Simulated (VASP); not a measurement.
# SiGe: single point with LDA

Crystal: SiGe.

```
Si Ge
1.0
     3.99884    0.00000    0.00000
    -1.99942    3.46310    0.00000
     0.00000    0.00000    5.50880
Si Ge
2 2
Direct
  0.66667 0.33333 0.87450
  0.33333 0.66667 0.37450
  0.66667 0.33333 0.50050
  0.33333 0.66667 0.00050
```

This cell differs from its parent crystal: volume 19.072 Å^3 an atom, c/a of the conventional cell 1.3776.

- Program: VASP 6.6.1
- Task: single point
- Functional: LDA
- Potentials or basis: VASP PAW LDA potentials, release 64 (Si, Ge_d)
- Cutoff: 520 eV
- k mesh: 12 × 12 × 6
- Occupations: gaussian, width 0.03 eV
- Spin: no spin polarisation

* Pressure: 15.2 GPa
* Largest force: 4.249 eV/Å
* Band gap on the k mesh: zero (band 18 reaches 6.81 eV, above the bottom of band 19 at 5.90 eV)

Forces on the atoms (eV/Å):
```
Si   0.000  0.000  4.249
Si   0.000  0.000  4.249
Ge   0.000  0.000 -4.249
Ge   0.000  0.000 -4.249
```

Stress tensor (GPa, compression positive):
```
-5.07  0.00  0.00
 0.00 -5.07  0.00
 0.00  0.00 55.81
```

Levels at points of the mesh, in eV from the Fermi level:
```
           k point  band 16  band 17  band 18  band 19  band 20  band 21
(0.00, 0.00, 0.00)    -0.84    -0.04     0.65     0.65     1.37     1.37
(0.50, 0.00, 0.00)    -3.83    -3.27    -0.69    -0.26     2.96     3.02
(0.00, 0.00, 0.50)    -1.36    -1.36    -1.36     0.80     0.80     2.99
(0.50, 0.00, 0.50)    -2.73    -1.66    -1.66     0.99     0.99     3.34
```

It took 2.3 min on 1 thread of AMD EPYC 7R43 64-Core Processor (Zen 3), with other jobs on the host, peak memory 0.21 GiB.

Caveat: forces of over 1 eV/Å act on the atoms, so gaps and moduli don't describe the material at rest.
